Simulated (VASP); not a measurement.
Crystal: FeCo3.

```
CELL_PARAMETERS angstrom
3.53570 0.00000 0.00000
0.00000 3.53570 0.00000
0.00000 0.00000 3.53570
ATOMIC_POSITIONS crystal
Fe 0.00000 0.00000 0.00000
Co 0.50000 0.50000 0.00000
Co 0.50000 0.00000 0.50000
Co 0.00000 0.50000 0.50000
```

| Item | Value |
| --- | --- |
| Program | VASP 6.6.1 |
| Task | relaxation of cell and atoms |
| Functional | PBEsol |
| Potentials or basis | VASP PAW PBE potentials, release 64 (Fe_sv, Co_sv) |
| Cutoff | 600 eV |
| k mesh | 1 × 1 × 1 |
| Occupations | gaussian, width 0.1 eV |
| Spin | collinear spin, ferromagnetic start |
| Starting moments | [2.85, 1.83, 1.83, 1.83] μB |

At the start: pressure 13.7 GPa; volume 11.05 Å³/atom.

Question: How do energy, volume and symmetry change on relaxing?

Answer: Over 3 steps the energy falls by 28.3 meV/atom and the volume is 11.77 Å³/atom (+6.5 %); space group Pm-3m (No. 221, to 0.05 Å); moment 11.00 μB per cell.

Step by step:
```tsv
step	energy change (eV)	largest force (eV/Å)	pressure (GPa)	volume (Å³)
1	0.0000	0.0000	13.73	44.20
2	0.0220	0.0000	-11.64	50.54
3	-0.1133	0.0000	-0.13	47.07
```

Final structure:
```
Fe Co
1.0
     3.61066    0.00000    0.00000
     0.00000    3.61066    0.00000
     0.00000    0.00000    3.61066
Fe Co
1 3
Cartesian
  0.0000 0.0000 0.0000
  1.8053 1.8053 0.0000
  1.8053 0.0000 1.8053
  0.0000 1.8053 1.8053
```

Caveat: the k points lie up to 1.74 Å⁻¹ apart in the final cell; the PAW data sets were made with another functional, which shifts forces and pressure a little.
